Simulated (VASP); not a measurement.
# Al3HRu4 in VASP: single point with PBEsol

Aim: the single point of Al3HRu4 with PBEsol.

Everything below comes from runs of VASP 6.6.1. Logs are shortened: lines on timing, memory, paths and dates and some standing lists are left out, and cuts for length are marked.

## 1. The cell of the first run

The cell holds a slab with vacuum, 8 atoms: a = 2.976 Å, b = 2.976 Å, c = 27.929 Å, α = 90.00°, β = 90.00°, γ = 90.00°.

## 2. Single point, PBEsol

INCAR

```
SYSTEM = Al3HRu4
  ALGO = Normal
  DIPOL = 0.5 0.5 0.487
  EDIFF = 1E-6
  ENCUT = 520
  GGA = PS
  IDIPOL = 3
  ISIF = 2
  ISMEAR = 0
  LASPH = .TRUE.
  LCHARG = .FALSE.
  LDIPOL = .TRUE.
  LREAL = .FALSE.
  LWAVE = .FALSE.
  NBANDS = 43
  NELM = 60
  PREC = Accurate
  SIGMA = 0.1
```

KPOINTS

```
k-points
0
G
  10 10 1
  0 0 0
```

POSCAR

```
Al3HRu4
1.0
    2.9764078218      0.0000000000      0.0000000000
    0.0000000000      2.9764078218      0.0000000000
    0.0000000000      0.0000000000     27.9292234653
Ru Al H
4 3 1
Direct
    0.5000000000      0.5000000000      0.3043407207
    0.5000000000      0.5000000000      0.4109103798
    0.5000000000      0.5000000000      0.5159073996
    0.5000000000      0.5000000000      0.6211691704
    0.0000000000      0.0000000000      0.3576255503
    0.0000000000      0.0000000000      0.4635446716
    0.0000000000      0.0000000000      0.5697003103
    0.0000000000      0.5000000000      0.6543815148
```

Potentials or basis: VASP PAW PBE potentials, release 64 (Ru_pv, Al, H).

Command:

```
cat potpaw_PBE.64/Ru_pv/POTCAR potpaw_PBE.64/Al/POTCAR potpaw_PBE.64/H/POTCAR > POTCAR
mpirun -np 1 vasp_std > vasp.out
```

OUTCAR:

```text
SYSTEM = Al3HRu4
   EDIFF = 1E-6
   ENCUT = 520
   GGA = PS
   ISIF = 2
   ISMEAR = 0
   LASPH = .TRUE.
   LREAL = .FALSE.
   NELM = 60
   PREC = Accurate

 ion  position               nearest neighbor table
   1  0.500  0.500  0.304-   5 2.58   5 2.58   5 2.58   5 2.58   2 2.98
   2  0.500  0.500  0.411-   6 2.57   6 2.57   6 2.57   6 2.57   5 2.58   5 2.58   5 2.58   5 2.58
                             3 2.93   1 2.98
   3  0.500  0.500  0.516-   6 2.56   6 2.56   6 2.56   6 2.56   7 2.59   7 2.59   7 2.59   7 2.59
                             2 2.93   4 2.94
   4  0.500  0.500  0.621-   8 1.75   8 1.75   7 2.55   7 2.55   7 2.55   7 2.55   3 2.94
   5  0.000  0.000  0.358-   2 2.58   2 2.58   2 2.58   2 2.58   1 2.58   1 2.58   1 2.58   1 2.58
                             6 2.96
   6  0.000  0.000  0.464-   3 2.56   3 2.56   3 2.56   3 2.56   2 2.57   2 2.57   2 2.57   2 2.57
                             5 2.96   7 2.96
   7  0.000  0.000  0.570-   4 2.55   4 2.55   4 2.55   4 2.55   3 2.59   3 2.59   3 2.59   3 2.59
                             6 2.96
   8  0.000  0.500  0.654-   4 1.75   4 1.75

  LATTYP: Found a simple tetragonal cell.
 ALAT       =     2.9764078218
 C/A-ratio  =     9.3835338225

  Lattice vectors:

 A1 = (   2.9764078218,   0.0000000000,   0.0000000000)
 A2 = (   0.0000000000,   2.9764078218,   0.0000000000)
 A3 = (   0.0000000000,   0.0000000000,  27.9292234653)

Analysis of symmetry for initial positions (statically):
=====================================================================
 Subroutine PRICEL returns:
 Original cell was already a primitive cell.

 Routine SETGRP: Setting up the symmetry group for a
 simple tetragonal supercell.

 Subroutine GETGRP returns: Found  4 space group operations
 (whereof  4 operations were pure point group operations)
 out of a pool of 16 trial point group operations.

The static configuration has the point symmetry C_2v.

Analysis of symmetry for dynamics (positions and initial velocities):
=====================================================================
 Subroutine PRICEL returns:
 Original cell was already a primitive cell.

 Routine SETGRP: Setting up the symmetry group for a
 simple tetragonal supercell.

 Subroutine GETGRP returns: Found  4 space group operations
 (whereof  4 operations were pure point group operations)
 out of a pool of 16 trial point group operations.

The dynamic configuration has the point symmetry C_2v.

 Subroutine INISYM returns: Found  4 space group operations
 (whereof  4 operations are pure point group operations),
 and found     1 'primitive' translations

----------------------------------------------------------------------------------------

                                     Primitive cell

  volume of cell :     247.4251

  direct lattice vectors                    reciprocal lattice vectors
     2.976407822  0.000000000  0.000000000     0.335975464  0.000000000  0.000000000
     0.000000000  2.976407822  0.000000000     0.000000000  0.335975464  0.000000000
     0.000000000  0.000000000 27.929223465     0.000000000  0.000000000  0.035804791

  length of vectors
     2.976407822  2.976407822 27.929223465     0.335975464  0.335975464  0.035804791

  position of ions in fractional coordinates (direct lattice)
     0.500000000  0.500000000  0.304340721
     0.500000000  0.500000000  0.410910380
     0.500000000  0.500000000  0.515907400
     0.500000000  0.500000000  0.621169170
     0.000000000  0.000000000  0.357625550
     0.000000000  0.000000000  0.463544672
     0.000000000  0.000000000  0.569700310
     0.000000000  0.500000000  0.654381515

  ion indices of the primitive-cell ions
   primitive index   ion index
                 1           1
                 2           2
                 3           3
                 4           4
                 5           5
                 6           6
                 7           7
                 8           8

----------------------------------------------------------------------------------------

 KPOINTS: k-points

Automatic generation of k-mesh.
 Grid dimensions read from file:
 generate k-points for:   10   10    1

 Generating k-lattice:

  Cartesian coordinates                     Fractional coordinates (reciprocal lattice)
     0.033597546  0.000000000  0.000000000     0.100000000  0.000000000  0.000000000
     0.000000000  0.033597546  0.000000000     0.000000000  0.100000000  0.000000000
     0.000000000  0.000000000  0.035804791     0.000000000  0.000000000  1.000000000

  Length of vectors
     0.033597546  0.033597546  0.035804791

  Shift w.r.t. Gamma in fractional coordinates (k-lattice)
     0.000000000  0.000000000  0.000000000

 Subroutine IBZKPT returns following result:
 ===========================================

 Found     36 irreducible k-points:

 Following reciprocal coordinates:
            Coordinates               Weight
  0.000000  0.000000  0.000000      1.000000
  0.100000  0.000000  0.000000      2.000000
  0.000000  0.100000  0.000000      2.000000
  0.200000  0.000000  0.000000      2.000000
  0.000000  0.200000  0.000000      2.000000
  0.300000  0.000000  0.000000      2.000000
[... 16 lines left out ...]
 -0.200000  0.300000  0.000000      4.000000
  0.400000  0.200000  0.000000      4.000000
 [... further k-points ...]
   k-points           NKPTS =     36   k-points in BZ     NKDIM =     36   number of bands    NBANDS=     43
   number of dos      NEDOS =    301   number of ions     NIONS =      8
   total plane-waves  NPLWV = 120960
   dimension x,y,z NGX =    24 NGY =   24 NGZ =  210
   dimension x,y,z NGXF=    48 NGYF=   48 NGZF=  420
   ions per type =               4   3   1
   NGX,Y,Z   is equivalent  to a cutoff of  13.41, 13.41, 12.50 a.u.
   NGXF,Y,Z  is equivalent  to a cutoff of  26.81, 26.81, 25.00 a.u.
 SYSTEM =  Al3HRu4
   PREC   = accura    normal or accurate (medium, high low for compatibility)
   ISTART =      0    job   : 0-new  1-cont  2-samecut
   ICHARG =      2    charge: 1-file 2-atom 10-const
   ISPIN  =      1    spin polarized calculation?
   LNONCOLLINEAR =      F non collinear calculations
   LSORBIT =      F    spin-orbit coupling
   LASPH  =      T    aspherical Exc in radial PAW
   ENCUT  =  520.0 eV  38.22 Ry    6.18 a.u.   5.53  5.53 51.93*2*pi/ulx,y,z
   NELM   =     60;   NELMIN=  2; NELMDL= -5     # of ELM steps
   EDIFF  = 0.1E-05   stopping-criterion for ELM
   LREAL  =      F    real-space projection
[... 7 lines left out ...]
   TEBEG  =    0.0;   TEEND  =   0.0 temperature during run
   PSTRESS=    0.0 pullay stress
   NELECT =      66.0000    total number of electrons
   NUPDOWN=      -1.0000    fix difference up-down
   EMIN   =  10.00;   EMAX   =-10.00  energy-range for DOS
   EFERMI =   0.00;   METHOD = LEGACY
   ISMEAR =     0;   SIGMA  =   0.10  broadening in eV -4-tet -1-fermi 0-gaus
   EFERMI_NEDOS =   21; number of points for ismear=-14 and -15
   IALGO  =     38    algorithm
   IMIX   =      4    mixing-type and parameters
     AMIX     =   0.40;   BMIX     =  1.00
     AMIX_MAG =   1.60;   BMIX_MAG =  1.00
  volume/ion in A,a.u.               =      30.93       208.71
  Fermi-wavevector in a.u.,A,eV,Ry     =   1.053841  1.991470 15.110356  1.110580
  Thomas-Fermi vector in A             =   2.188978
   LORBIT       =      0    0 simple, 1 ext, 2 COOP (PROOUT), +10 PAW based schemes
   GGA     = PS    functional components
   LHFCALC =     F    Hartree Fock is set to
   AEXX    =    0.0000 exact exchange contribution
   IVDW    =     0    specifies the selected vdW correction
   LEPSILON=     F    determine dielectric tensor
   LRPA    =     F    only Hartree local field effects (RPA)
 non-spin polarized calculation
 Gauss-broadening in eV      SIGMA  =   0.10
  energy-cutoff  :      520.00
  volume of cell :      247.43
 maximum number of plane-waves:      6727
 NGX is ok and might be reduce to    24
   NGX = 11   NGY = 11   NGZ =103

 dipolmoment           0.000000      0.000000     -0.202151 electrons x Angstroem

 number of electron      65.9999987 magnetization

 dipolmoment           0.000000      0.000000      0.047000 electrons x Angstroem

 Free energy of the ion-electron system (eV)
  ---------------------------------------------------
  ext. energy  EPLUGINS =         0.00000000
  ---------------------------------------------------
  free energy    TOTEN  =       -56.43905937 eV

  energy without entropy =      -56.40067401  energy(sigma->0) =      -56.41986669

 E-fermi :   1.0944     XC(G=0):  -5.7141

 val. band max:        1.0827106014   @ k =   0.2000   0.0000   0.0000
 cond. band min:       1.0969940566   @ k =   0.1000   0.0000   0.0000
 fundamental gap:      0.0142834551
 Fermi energy:         1.0943726665

 k-point     1 :       0.0000    0.0000    0.0000
  band No.  band energies     occupation
      1     -40.9278      2.00000
      2     -40.8719      2.00000
      3     -40.8519      2.00000
      4     -40.7384      2.00000
      5     -40.6921      2.00000
      6     -40.6881      2.00000
[... 35 lines left out ...]
     42       6.5412      0.00000
     43       6.8340      0.00000

 k-point     2 :       0.1000    0.0000    0.0000
  band No.  band energies     occupation
      1     -40.9251      2.00000
      2     -40.8945      2.00000
      3     -40.8493      2.00000
      4     -40.7363      2.00000
      5     -40.7133      2.00000
      6     -40.6863      2.00000
[... 35 lines left out ...]
     42       6.7797      0.00000
     43       6.9259      0.00000

 k-point     3 :       0.0000    0.1000    0.0000
  band No.  band energies     occupation
      1     -40.9252      2.00000
      2     -40.8702      2.00000
      3     -40.8498      2.00000
      4     -40.7365      2.00000
      5     -40.7095      2.00000
      6     -40.6968      2.00000
[... 919 lines left out ...]
      6     -40.7543      2.00000
[... 35 lines left out ...]
     42       7.3875      0.00000
     43       7.5262      0.00000

 k-point    24 :       0.4000    0.2000    0.0000
  band No.  band energies     occupation
      1     -41.0753      2.00000
      2     -40.8945      2.00000
      3     -40.8818      2.00000
      4     -40.8306      2.00000
      5     -40.8201      2.00000
      6     -40.7596      2.00000
[... 35 lines left out ...]
     42       7.1919      0.00000
     43       7.6754      0.00000

 [... further k-points ...]

------------------------ aborting loop because EDIFF is reached ----------------------------------------

 vacuum level on the upper side and lower side of the slab       (xc-potential included)         0.326        -0.609

  FORCE on cell =-STRESS in cart. coord.  units (eV):
  Direction    XX          YY          ZZ          XY          YZ          ZX
  --------------------------------------------------------------------------------------
  -------------------------------------------------------------------------------------
  Total       -5.0815071     -4.0172347     -1.4862007      0.0000000      0.0000000      0.0000000
  in kB      -32.9048099    -26.0132160     -9.6237493      0.0000000      0.0000000      0.0000000
  external PRESSURE =     -22.8472584 kB  Pullay stress =       0.0000000 kB

 VOLUME and BASIS-vectors are now :
 -----------------------------------------------------------------------------
  energy-cutoff  :      520.00
  volume of cell :      247.43
      direct lattice vectors                 reciprocal lattice vectors
     2.976407822  0.000000000  0.000000000     0.335975464  0.000000000  0.000000000
     0.000000000  2.976407822  0.000000000     0.000000000  0.335975464  0.000000000
     0.000000000  0.000000000 27.929223465     0.000000000  0.000000000  0.035804791

 POSITION                                       TOTAL-FORCE (eV/Angst)
 -----------------------------------------------------------------------------------
      1.48820      1.48820      8.50000         0.000000      0.000000      0.676311
      1.48820      1.48820     11.47641         0.000000      0.000000     -0.335166
      1.48820      1.48820     14.40889         0.000000      0.000000      0.002001
      1.48820      1.48820     17.34877         0.000000      0.000000      0.014596
      0.00000      0.00000      9.98820         0.000000      0.000000     -0.359058
      0.00000      0.00000     12.94644         0.000000      0.000000      0.014444
      0.00000      0.00000     15.91129         0.000000      0.000000     -0.014482
      0.00000      1.48820     18.27637         0.000000      0.000000      0.001353
 -----------------------------------------------------------------------------------
    total drift:                                0.000000     -0.000000      0.000658

  FREE ENERGIE OF THE ION-ELECTRON SYSTEM (eV)
  ---------------------------------------------------
  free  energy   TOTEN  =       -56.4390593740 eV

  energy  without entropy=      -56.4006740136  energy(sigma->0) =      -56.41986669

 vacuum level on the upper side and lower side of the slab         6.436         5.470
```

Run time: 15 min. Hardware: 1 thread of Intel Xeon 6975P-C (Granite Rapids), shared host; peak memory 0.51 GiB.

What came out:

- Free energy: -56.4391 eV
- Largest force: 0.676 eV/Å
- Band gap on the k mesh: zero (bands 33 and 34 overlap by 2.00 eV)

Forces in eV/Å, atoms in the order of the input:
```
Ru   0.000  0.000  0.676
Ru   0.000  0.000 -0.335
Ru   0.000  0.000  0.002
Ru   0.000  0.000  0.015
Al   0.000  0.000 -0.359
Al   0.000  0.000  0.014
Al   0.000  0.000 -0.014
H    0.000  0.000  0.001
```

Caveat: the PAW data sets were made with another functional, which shifts forces and pressure a little.
